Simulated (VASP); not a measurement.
Runs of VASP 6.6.1 on MgO. The structure is that of space group P6_3/mmc (No. 194), or close to it. The cells are those of the table. 

| cell | gap on the mesh (eV) | pressure (GPa) |
| --- | --- | --- |
| a = 3.281, b = 3.281, c = 4.718 Å, angles 90.0, 90.0, 120.0°, 4 atoms | (a) | (b) |
| a = 3.680, b = 3.680, c = 3.749 Å, angles 90.0, 90.0, 120.0°, 4 atoms | 3.40 | 5.5 |
| a = 3.430, b = 3.430, c = 4.316 Å, angles 90.0, 90.0, 120.0°, 4 atoms | 3.29 | (c) |
| a = 3.585, b = 3.585, c = 3.952 Å, angles 90.0, 90.0, 120.0°, 4 atoms | 3.44 | -1.3 |
| a = 3.377, b = 3.377, c = 4.452 Å, angles 90.0, 90.0, 120.0°, 4 atoms | 3.24 | -2.3 |

Alike in all rows: task single point; level LDA; potentials or basis VASP PAW LDA potentials, release 64 (Mg_sv, O); no spin polarisation; k mesh 12 × 12 × 6; cutoff (eV) 750; smearing gaussian 0.05 eV.

Fill in the values left out.

(a) 3.20; (b) 3.1; (c) -3.7.

Caveats: the cell stands under pressure (at least some runs); the cell stands under tension (at least some runs).

A k mesh can miss the band edges.
